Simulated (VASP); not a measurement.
Runs of VASP 6.6.1 on Sb. The structure is that of space group R-3m (No. 166), or close to it. The cells are those of the table. 

```csv
cell,gap on the mesh (eV),pressure (GPa),largest force (eV/Å)
"a = 4.366 Å, angles 60.9°, 2 atoms",none,-0.1,0.31
"a = 4.831 Å, angles 49.5°, 2 atoms",none,1.0,(b)
"a = 4.659 Å, angles 53.1°, 2 atoms",none,1.0,0.16
"a = 4.261 Å, angles 64.4°, 2 atoms",none,-0.9,(a)
```

Alike in all rows: task single point; level PBEsol; potentials or basis VASP PAW PBE potentials, release 64 (Sb); no spin polarisation; k mesh 15 × 15 × 15; cutoff (eV) 520; smearing gaussian 0.15 eV.

Question: Fill in the values left out.

Answer: (a) 0.35; (b) 0.02.

Caveats: the PAW data sets were made with another functional, which shifts forces and pressure a little; spin-orbit coupling is left out, which moves the levels of the heavy elements.

A k mesh can miss the band edges, and the runs leave out spin-orbit coupling on Sb.

A gap of «none» marks levels without a gap at the run's occupations.
